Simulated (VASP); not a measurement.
AlNi, 2 atoms in the cell. It takes space group P4mm (No. 99, tetragonal). Conventional cell: a = 2.790 Å, b = 2.790 Å, c = 2.790 Å, α = 90.00°, β = 90.00°, γ = 90.00°. Al (site symmetry 4mm) has 8 Ni at 2.40 to 2.43 Å and 6 Al at 2.79 Å within 3.2 Å. Within 3.2 Å of Ni (site symmetry 4mm) lie 8 Al at 2.40 to 2.43 Å and 6 Ni at 2.79 Å. 

```yaml
Program: VASP 6.6.1
Task: single point
Functional: PBEsol
Potentials_or_basis: VASP PAW PBE potentials, release 64 (Al, Ni)
Cutoff: 520 eV
k_mesh: 16 × 16 × 16
Occupations: gaussian, width 0.15 eV
Spin: no spin polarisation
Dipole_correction: no
Further_INCAR_settings: ALGO = Fast; EDIFF = 1e-06; NBANDS = 14
```

Potentials or basis: VASP PAW PBE potentials, release 64 (Al, Ni).

Run with:

```sh
$ cat potpaw_PBE.64/Al/POTCAR potpaw_PBE.64/Ni/POTCAR > POTCAR
$ mpirun -np 1 vasp_std > vasp.out
```

Hardware: 1 thread of Intel(R) Xeon(R) Platinum 8488C (Sapphire Rapids), with other jobs on the host.

Question: Estimate the wall time of this run.

Answer: Wall time 65 s on 1 thread of Intel(R) Xeon(R) Platinum 8488C (Sapphire Rapids) (shared host), peak memory 0.24 GiB. Counts: scf iterations 15, k points 405.
